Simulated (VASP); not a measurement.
Hg, 1 atom in the cell. Symmetry: Im-3m, No. 229, cubic system. Conventional cell: a = 3.587 Å, b = 3.587 Å, c = 3.587 Å, α = 90.00°, β = 90.00°, γ = 90.00°. Hg (site symmetry m-3m) has 14 Hg at 3.11 to 3.59 Å within 4.1 Å. 

```yaml
Program: VASP 6.6.1
Task: relaxation of cell and atoms
Functional: revPBE
Potentials_or_basis: VASP PAW PBE potentials, release 64 (Hg)
Cutoff: 600 eV
k_mesh: 12 × 12 × 12
Occupations: fermi-dirac, width 0.1 eV
Spin: no spin polarisation
Dipole_correction: no
Further_INCAR_settings: ALGO = Normal; EDIFF = 1e-07; IBRION = 2; EDIFFG = -0.01; NSW = 80; ISIF = 3
```

Potentials or basis: VASP PAW PBE potentials, release 64 (Hg).

The run is started by

```sh
$ cat potpaw_PBE.64/Hg/POTCAR > POTCAR
$ mpirun -np 1 vasp_std > vasp.out
```

Hardware: 1 thread of AMD EPYC 9R45 96-Core Processor (Zen 5), with other jobs on the host.

**Question.** How long does it take, and how much memory?

**Answer.** Wall time 2.1 min on 1 thread of AMD EPYC 9R45 96-Core Processor (Zen 5), with other jobs on the host, peak memory 0.15 GiB. Counts: scf iterations 168, k points 72, ion steps 16.
